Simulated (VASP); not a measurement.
# Al8H in VASP: further runs

Al8H is run at these levels: PBE; tasks: single point.

Program: VASP 6.6.1. These are calculated values, not measurements. Logs are shortened: lines on timing, memory, paths and dates and some standing lists are left out, and cuts for length are marked.

## (1) The cell of the first run

The cell holds a slab with vacuum, 18 atoms: a = 5.714 Å, b = 8.080 Å, c = 22.243 Å, α = 90.00°, β = 90.00°, γ = 90.00°.

## (2) Single point, PBE

INCAR

```
SYSTEM = Al8H
ALGO = Normal
DIPOL = 0.5 0.5 0.302
EDIFF = 1E-6
ENCUT = 520
GGA = PE
IDIPOL = 3
ISIF = 2
ISMEAR = 0
LASPH = .TRUE.
LCHARG = .FALSE.
LDIPOL = .TRUE.
LREAL = Auto
LWAVE = .FALSE.
NBANDS = 40
NELM = 80
PREC = Accurate
SIGMA = 0.1
```

KPOINTS

```
k-points
0
G
  5 4 1
  0 0 0
```

POSCAR

```
Al8H
1.0
    5.7135165837      0.0000000000      0.0000000000
    0.0000000000      8.0801326415      0.0000000000
    0.0000000000      0.0000000000     22.2432786975
Al H
16 2
Direct
    0.2500000000      0.2500000000      0.1798296040
    0.2500000000      0.7500000000      0.1798296040
    0.7500000000      0.2500000000      0.1798296040
    0.7500000000      0.7500000000      0.1798296040
    0.0000000000      0.0000000000      0.2440458181
    0.0000000000      0.5000000000      0.2440458181
    0.5000000000      0.0000000000      0.2440458181
    0.5000000000      0.5000000000      0.2440458181
    0.2500000000      0.2500000000      0.3102598702
    0.2500000000      0.7500000000      0.3102598702
    0.7500000000      0.2500000000      0.3102598702
    0.7500000000      0.7500000000      0.3102598702
    0.0000000000      0.0000000000      0.3705963860
    0.0000000000      0.5000000000      0.3705963860
    0.5000000000      0.0000000000      0.3705963860
    0.5000000000      0.5000000000      0.3705963860
    0.7500000000     -0.0464101292      0.5054685890
    0.7500000000      0.0464101292      0.5054685890
```

Potentials or basis: VASP PAW PBE potentials, release 64 (Al, H).

On the command line:

```
> cat potpaw_PBE.64/Al/POTCAR potpaw_PBE.64/H/POTCAR > POTCAR
> mpirun -np 1 vasp_std > vasp.out
```

OUTCAR:

```text
SYSTEM = Al8H
   EDIFF = 1E-6
   ENCUT = 520
   GGA = PE
   ISIF = 2
   ISMEAR = 0
   LASPH = .TRUE.
   LREAL = Auto
   NELM = 80
   PREC = Accurate

 ion  position               nearest neighbor table
   1  0.250  0.250  0.180-   3 2.86   3 2.86   6 2.86   7 2.86   8 2.86   5 2.86   9 2.90
   2  0.250  0.750  0.180-   4 2.86   4 2.86   6 2.86   7 2.86   8 2.86   5 2.86  10 2.90
   3  0.750  0.250  0.180-   1 2.86   1 2.86   6 2.86   7 2.86   8 2.86   5 2.86  11 2.90
   4  0.750  0.750  0.180-   2 2.86   2 2.86   6 2.86   7 2.86   8 2.86   5 2.86  12 2.90
   5  0.000  0.000  0.244-  13 2.81   7 2.86   7 2.86   4 2.86   1 2.86   2 2.86   3 2.86  11 2.88
                            12 2.88   9 2.88  10 2.88
   6  0.000  0.500  0.244-  14 2.81   8 2.86   8 2.86   4 2.86   1 2.86   2 2.86   3 2.86  11 2.88
                            12 2.88   9 2.88  10 2.88
   7  0.500  0.000  0.244-  15 2.81   5 2.86   5 2.86   4 2.86   1 2.86   2 2.86   3 2.86  11 2.88
                            12 2.88   9 2.88  10 2.88
   8  0.500  0.500  0.244-  16 2.81   6 2.86   6 2.86   4 2.86   1 2.86   2 2.86   3 2.86  11 2.88
                            12 2.88   9 2.88  10 2.88
   9  0.250  0.250  0.310-  13 2.81  14 2.81  15 2.81  16 2.81  11 2.86  11 2.86   7 2.88   8 2.88
                             5 2.88   6 2.88   1 2.90
  10  0.250  0.750  0.310-  13 2.81  14 2.81  15 2.81  16 2.81  12 2.86  12 2.86   7 2.88   8 2.88
                             5 2.88   6 2.88   2 2.90
  11  0.750  0.250  0.310-  13 2.81  14 2.81  15 2.81  16 2.81   9 2.86   9 2.86   7 2.88   8 2.88
                             5 2.88   6 2.88   3 2.90
  12  0.750  0.750  0.310-  13 2.81  14 2.81  15 2.81  16 2.81  10 2.86  10 2.86   7 2.88   8 2.88
                             5 2.88   6 2.88   4 2.90
  13  0.000  0.000  0.371-   9 2.81  10 2.81  11 2.81  12 2.81   5 2.81  15 2.86  15 2.86
  14  0.000  0.500  0.371-   9 2.81  10 2.81  11 2.81  12 2.81   6 2.81  16 2.86  16 2.86
  15  0.500  0.000  0.371-   9 2.81  10 2.81  11 2.81  12 2.81   7 2.81  13 2.86  13 2.86
  16  0.500  0.500  0.371-   9 2.81  10 2.81  11 2.81  12 2.81   8 2.81  14 2.86  14 2.86
  17  0.750  0.954  0.505-  18 0.75
  18  0.750  0.046  0.505-  17 0.75

  LATTYP: Found a simple orthorhombic cell.
 ALAT       =     5.7135165837
 B/A-ratio  =     1.4142135624
 C/A-ratio  =     3.8930977747

  Lattice vectors:

 A1 = (   5.7135165837,   0.0000000000,   0.0000000000)
 A2 = (   0.0000000000,   8.0801326415,   0.0000000000)
 A3 = (   0.0000000000,   0.0000000000,  22.2432786975)

Analysis of symmetry for initial positions (statically):
=====================================================================
 Subroutine PRICEL returns:
 Original cell was already a primitive cell.

 Routine SETGRP: Setting up the symmetry group for a
 simple orthorhombic supercell.

 Subroutine GETGRP returns: Found  4 space group operations
 (whereof  2 operations were pure point group operations)
 out of a pool of  8 trial point group operations.

The static configuration has the point symmetry C_1h.
 The point group associated with its full space group is C_2v.

Analysis of symmetry for dynamics (positions and initial velocities):
=====================================================================
 Subroutine PRICEL returns:
 Original cell was already a primitive cell.

 Routine SETGRP: Setting up the symmetry group for a
 simple orthorhombic supercell.

 Subroutine GETGRP returns: Found  4 space group operations
 (whereof  2 operations were pure point group operations)
 out of a pool of  8 trial point group operations.

The dynamic configuration has the point symmetry C_1h.
 The point group associated with its full space group is C_2v.

 Subroutine INISYM returns: Found  4 space group operations
 (whereof  2 operations are pure point group operations),
 and found     1 'primitive' translations

----------------------------------------------------------------------------------------

                                     Primitive cell

  volume of cell :    1026.8826

  direct lattice vectors                    reciprocal lattice vectors
     5.713516584  0.000000000  0.000000000     0.175023558  0.000000000  0.000000000
     0.000000000  8.080132642  0.000000000     0.000000000  0.123760345  0.000000000
     0.000000000  0.000000000 22.243278697     0.000000000  0.000000000  0.044957401

  length of vectors
     5.713516584  8.080132642 22.243278697     0.175023558  0.123760345  0.044957401

  position of ions in fractional coordinates (direct lattice)
     0.250000000  0.250000000  0.179829604
     0.250000000  0.750000000  0.179829604
     0.750000000  0.250000000  0.179829604
     0.750000000  0.750000000  0.179829604
     0.000000000  0.000000000  0.244045818
     0.000000000  0.500000000  0.244045818
[... 10 lines left out ...]
     0.750000000  0.953589871  0.505468589
     0.750000000  0.046410129  0.505468589

  ion indices of the primitive-cell ions
   primitive index   ion index
                 1           1
                 2           2
                 3           3
                 4           4
                 5           5
                 6           6
[... 10 lines left out ...]
                17          17
                18          18

----------------------------------------------------------------------------------------

 KPOINTS: k-points

Automatic generation of k-mesh.
 Grid dimensions read from file:
 generate k-points for:    5    4    1

 Generating k-lattice:

  Cartesian coordinates                     Fractional coordinates (reciprocal lattice)
     0.035004712  0.000000000  0.000000000     0.200000000  0.000000000  0.000000000
     0.000000000  0.030940086  0.000000000     0.000000000  0.250000000  0.000000000
     0.000000000  0.000000000  0.044957401     0.000000000  0.000000000  1.000000000

  Length of vectors
     0.035004712  0.030940086  0.044957401

  Shift w.r.t. Gamma in fractional coordinates (k-lattice)
     0.000000000  0.000000000  0.000000000

 Subroutine IBZKPT returns following result:
 ===========================================

 Found      9 irreducible k-points:

 Following reciprocal coordinates:
            Coordinates               Weight
  0.000000  0.000000  0.000000      1.000000
  0.200000  0.000000  0.000000      2.000000
  0.400000  0.000000  0.000000      2.000000
  0.000000  0.250000  0.000000      2.000000
  0.200000  0.250000  0.000000      4.000000
  0.400000  0.250000  0.000000      4.000000
  0.000000  0.500000  0.000000      1.000000
  0.200000  0.500000  0.000000      2.000000
  0.400000  0.500000  0.000000      2.000000
   k-points           NKPTS =      9   k-points in BZ     NKDIM =      9   number of bands    NBANDS=     40
   number of dos      NEDOS =    301   number of ions     NIONS =     18
   total plane-waves  NPLWV = 423360
   dimension x,y,z NGX =    42 NGY =   60 NGZ =  168
   dimension x,y,z NGXF=    84 NGYF=  120 NGZF=  336
   ions per type =              16   2
   NGX,Y,Z   is equivalent  to a cutoff of  12.22, 12.34, 12.56 a.u.
   NGXF,Y,Z  is equivalent  to a cutoff of  24.44, 24.69, 25.11 a.u.
 SYSTEM =  Al8H
   PREC   = accura    normal or accurate (medium, high low for compatibility)
   ISTART =      0    job   : 0-new  1-cont  2-samecut
   ICHARG =      2    charge: 1-file 2-atom 10-const
   ISPIN  =      1    spin polarized calculation?
   LNONCOLLINEAR =      F non collinear calculations
   LSORBIT =      F    spin-orbit coupling
   LASPH  =      T    aspherical Exc in radial PAW
   ENCUT  =  520.0 eV  38.22 Ry    6.18 a.u.  10.62 15.02 41.36*2*pi/ulx,y,z
   NELM   =     80;   NELMIN=  2; NELMDL= -5     # of ELM steps
   EDIFF  = 0.1E-05   stopping-criterion for ELM
   LREAL  =      T    real-space projection
   EDIFFG = 0.1E-04   stopping-criterion for IOM
   NSW    =      0    number of steps for IOM
   IBRION =     -1    ionic relax: 0-MD 1-quasi-New 2-CG
   NFREE  =      0    steps in history (QN), initial steepest desc. (CG)
   ISIF   =      2    stress and relaxation
   ISYM   =      2    0-nonsym 1-usesym 2-fastsym
   POTIM  = 0.5000    time-step for ionic-motion
   TEBEG  =    0.0;   TEEND  =   0.0 temperature during run
   PSTRESS=    0.0 pullay stress
   NELECT =      50.0000    total number of electrons
   NUPDOWN=      -1.0000    fix difference up-down
   EMIN   =  10.00;   EMAX   =-10.00  energy-range for DOS
   EFERMI =   0.00;   METHOD = LEGACY
   ISMEAR =     0;   SIGMA  =   0.10  broadening in eV -4-tet -1-fermi 0-gaus
   EFERMI_NEDOS =   21; number of points for ismear=-14 and -15
   IALGO  =     38    algorithm
   IMIX   =      4    mixing-type and parameters
     AMIX     =   0.40;   BMIX     =  1.00
     AMIX_MAG =   1.60;   BMIX_MAG =  1.00
  volume/ion in A,a.u.               =      57.05       384.99
  Fermi-wavevector in a.u.,A,eV,Ry     =   0.597803  1.129683  4.862288  0.357368
  Thomas-Fermi vector in A             =   1.648667
   LORBIT       =      0    0 simple, 1 ext, 2 COOP (PROOUT), +10 PAW based schemes
   GGA     = PE    functional components
   LHFCALC =     F    Hartree Fock is set to
   AEXX    =    0.0000 exact exchange contribution
   IVDW    =     0    specifies the selected vdW correction
   LEPSILON=     F    determine dielectric tensor
   LRPA    =     F    only Hartree local field effects (RPA)
 non-spin polarized calculation
 Gauss-broadening in eV      SIGMA  =   0.10
  energy-cutoff  :      520.00
  volume of cell :     1026.88
 maximum number of plane-waves:     27706
   NGX = 21   NGY = 31   NGZ = 83

 dipolmoment           0.000000      0.000000      0.046906 electrons x Angstroem

 number of electron      49.9999999 magnetization

 dipolmoment           0.000000      0.000000     -0.032253 electrons x Angstroem

 Free energy of the ion-electron system (eV)
  ---------------------------------------------------
  ext. energy  EPLUGINS =         0.00000000
  ---------------------------------------------------
  free energy    TOTEN  =       -61.40946374 eV

  energy without entropy =      -61.37337484  energy(sigma->0) =      -61.39141929

 E-fermi :  -0.8321     XC(G=0):  -3.6846

 val. band max:       -0.8653650806   @ k =   0.0000   0.2500   0.0000
 cond. band min:      -0.7844307829   @ k =   0.2000   0.2500   0.0000
 fundamental gap:      0.0809342977
 Fermi energy:        -0.8320526696

 k-point     1 :       0.0000    0.0000    0.0000
  band No.  band energies     occupation
      1     -11.0705      2.00000
      2      -8.8957      2.00000
      3      -8.8137      2.00000
      4      -8.6421      2.00000
      5      -7.4355      2.00000
      6      -6.6577      2.00000
[... 29 lines left out ...]
     36       1.2506      0.00000
     37       1.2558      0.00000

 k-point     2 :       0.2000    0.0000    0.0000
  band No.  band energies     occupation
      1     -10.8899      2.00000
      2      -8.7183      2.00000
      3      -8.6360      2.00000
      4      -8.4642      2.00000
      5      -8.2113      2.00000
      6      -7.4266      2.00000
[... 29 lines left out ...]
     36       1.5113      0.00000
     37       1.6371      0.00000
[... 238 lines left out ...]
     36       1.3450      0.00000
     37       1.4912      0.00000

 k-point     9 :       0.4000    0.5000    0.0000
  band No.  band energies     occupation
      1      -9.7936      2.00000
      2      -9.7910      2.00000
      3      -8.9015      2.00000
      4      -8.8992      2.00000
      5      -7.5378      2.00000
      6      -7.3984      2.00000
[... 29 lines left out ...]
     36       1.7734      0.00000
     37       1.8450      0.00000
 [bands above 37 left out]

------------------------ aborting loop because EDIFF is reached ----------------------------------------

 vacuum level on the upper side and lower side of the slab       (xc-potential included)        -0.078         0.048

  FORCE on cell =-STRESS in cart. coord.  units (eV):
  Direction    XX          YY          ZZ          XY          YZ          ZX
  --------------------------------------------------------------------------------------
  -------------------------------------------------------------------------------------
  Total      -11.8854079     -3.8684590     -0.6232504      0.0000000      0.0000000      0.0000000
  in kB      -18.5440201     -6.0357021     -0.9724166      0.0000000      0.0000000      0.0000000
  external PRESSURE =      -8.5173796 kB  Pullay stress =       0.0000000 kB

 VOLUME and BASIS-vectors are now :
 -----------------------------------------------------------------------------
  energy-cutoff  :      520.00
  volume of cell :     1026.88
      direct lattice vectors                 reciprocal lattice vectors
     5.713516584  0.000000000  0.000000000     0.175023558  0.000000000  0.000000000
     0.000000000  8.080132642  0.000000000     0.000000000  0.123760345  0.000000000
     0.000000000  0.000000000 22.243278697     0.000000000  0.000000000  0.044957401

 POSITION                                       TOTAL-FORCE (eV/Angst)
 -----------------------------------------------------------------------------------
      1.42838      2.02003      4.00000         0.000000      0.007789      0.200809
      1.42838      6.06010      4.00000         0.000000     -0.007789      0.200809
      4.28514      2.02003      4.00000         0.000000      0.000356      0.212950
      4.28514      6.06010      4.00000         0.000000     -0.000356      0.212950
      0.00000      0.00000      5.42838         0.007955     -0.000000     -0.206042
      0.00000      4.04007      5.42838         0.006838     -0.000000     -0.207211
[... 10 lines left out ...]
      4.28514      7.70513     11.24328         0.000000      0.003460      0.088523
      4.28514      0.37500     11.24328         0.000000     -0.003460      0.088523
 -----------------------------------------------------------------------------------
    total drift:                                0.000000     -0.000000     -0.013680

  FREE ENERGIE OF THE ION-ELECTRON SYSTEM (eV)
  ---------------------------------------------------
  free  energy   TOTEN  =       -61.4094637436 eV

  energy  without entropy=      -61.3733748394  energy(sigma->0) =      -61.39141929

 vacuum level on the upper side and lower side of the slab         3.114         3.242
```

It took 11 min on 1 thread of Intel Xeon 6975P-C (Granite Rapids), shared host; peak memory 0.89 GiB.

Results:

```
Free energy            : -61.4095 eV
Largest force          : 0.213 eV/Å
Band gap on the k mesh : zero (bands 25 and 26 overlap by 0.49 eV)
```

Forces in eV/Å, atoms in the order of the input:
```
Al   0.000  0.008  0.201
Al   0.000 -0.008  0.201
Al   0.000  0.000  0.213
Al   0.000  0.000  0.213
Al   0.008  0.000 -0.206
Al   0.007  0.000 -0.207
Al  -0.008  0.000 -0.206
Al  -0.007  0.000 -0.207
Al   0.000 -0.006 -0.027
Al   0.000  0.006 -0.027
Al   0.000 -0.013 -0.002
Al   0.000  0.013 -0.002
Al   0.034  0.000 -0.065
Al   0.003  0.000  0.005
Al  -0.034  0.000 -0.065
Al  -0.003  0.000  0.005
H    0.000  0.003  0.089
H    0.000 -0.003  0.089
```

## (3) Single point, PBE

INCAR

```
SYSTEM = Al8H
PREC = Accurate
ENCUT = 520
EDIFF = 1E-7
ISMEAR = 0
SIGMA = 0.1
LREAL = Auto
LASPH = .TRUE.
NELM = 80
ALGO = Normal
ISIF = 2
LWAVE = .FALSE.
LCHARG = .TRUE.
LDIPOL = .TRUE.
IDIPOL = 3
DIPOL = 0.5 0.5 0.291
GGA = PE
LELF = .TRUE.
LVHAR = .TRUE.
LVACPOTAV = .TRUE.
NBANDS = 40
```

KPOINTS

```
Automatic mesh
0
G
  5 4 1
  0 0 0
```

Changes to POSCAR since step 2:

```diff
@@ -24,3 +24,3 @@
     0.5000000000      0.5000000000      0.3705963860
-    0.7500000000     -0.0464101292      0.5054685890
-    0.7500000000      0.0464101292      0.5054685890
+    0.7500000000     -0.0730804835      0.4052135847
+    0.7500000000      0.0730804835      0.4052135847
```

Potentials or basis: VASP PAW PBE potentials, release 64 (Al, H).

On the command line:

```
> cat potpaw_PBE.64/Al/POTCAR potpaw_PBE.64/H/POTCAR > POTCAR
> mpirun -np 1 vasp_std > vasp.out
```

Run time: 11 min. Hardware: 1 thread of Intel Xeon 6975P-C (Granite Rapids), shared host; peak memory 0.9 GiB.

The run converged. Its results:

| Item | Value |
| --- | --- |
| Free energy | -59.4663 eV |
| Largest force | 2.028 eV/Å |
| Band gap on the k mesh | zero (bands 25 and 26 overlap by 0.38 eV) |

Forces on the atoms (eV/Å):
```
Al   0.000  0.020  0.255
Al   0.000 -0.020  0.255
Al   0.000 -0.037  0.210
Al   0.000  0.037  0.210
Al   0.178  0.000 -0.166
Al   0.113  0.000 -0.286
Al  -0.178  0.000 -0.166
Al  -0.113  0.000 -0.286
Al   0.000  0.045 -0.104
Al   0.000 -0.045 -0.104
Al   0.000 -0.029  0.181
Al   0.000  0.029  0.181
Al   1.530  0.000 -0.496
Al  -0.101  0.000  0.002
Al  -1.530  0.000 -0.496
Al   0.101  0.000  0.002
H    0.000 -1.987  0.405
H    0.000  1.987  0.405
```

Levels at points of the mesh, in eV from the Fermi level:
| k point | band 22 | band 23 | band 24 | band 25 | band 26 | band 27 | band 28 | band 29 |
| --- | --- | --- | --- | --- | --- | --- | --- | --- |
| (0.00, 0.00, 0.00) | -1.24 | -0.87 | -0.58 | -0.48 | -0.28 | -0.21 | 0.57 | 0.70 |
| (0.00, 0.50, 0.00) | -0.96 | -0.96 | -0.88 | -0.36 | -0.17 | -0.11 | 0.23 | 0.26 |

The gap in the log of VASP goes by the Fermi energy; the results here count the filled bands.